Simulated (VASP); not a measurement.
The system is SiC.

```xyz
12
Lattice="1.5389 -2.6675 0.0000 1.5389 2.6675 0.0000 0.0000 0.0000 15.1219" Properties=species:S:1:pos:R:3 pbc="T T T"
Si    1.5389    1.7784   12.9704
Si    1.5389   -1.7784    5.4094
Si    1.5389   -0.0006    7.9315
Si    1.5389    0.0006    0.3706
Si    1.5389   -1.7789   10.4526
Si    1.5389    1.7789    2.8917
C     1.5389   -0.0010    9.8264
C     1.5389    0.0010    2.2655
C     1.5389    1.7786   14.8600
C     1.5389   -1.7786    7.2991
C     1.5389   -1.7787   12.3424
C     1.5389    1.7787    4.7814
```

Base run:

| Quantity | Value |
| --- | --- |
| Program | VASP 6.6.1 |
| Functional | r2SCAN |
| Potentials or basis | VASP PAW PBE potentials, release 64 (Si, C) |
| Cutoff | 520 eV |
| k mesh | 16 × 16 × 3 |
| Occupations | fermi-dirac, width 0.02 eV |
| Spin | no spin polarisation |

Its results: band gap on the k mesh 2.39 eV (least direct gap 3.55 eV); pressure -0.5 GPa; largest force 0.006 eV/Å.

The run is repeated on the same cell with these changes: functional from r2SCAN to LDA; potentials or basis from VASP PAW PBE potentials, release 64 (Si, C) to VASP PAW LDA potentials, release 64 (Si, C). What comes out?

Band gap on the k mesh 1.96 eV (least direct gap 3.07 eV); pressure -4.1 GPa; largest force 0.013 eV/Å.

Caveats: the PAW data sets were made with another functional, which shifts forces and pressure a little (at least some runs); the cell stands under tension (at least some runs).

A k mesh can miss the band edges.
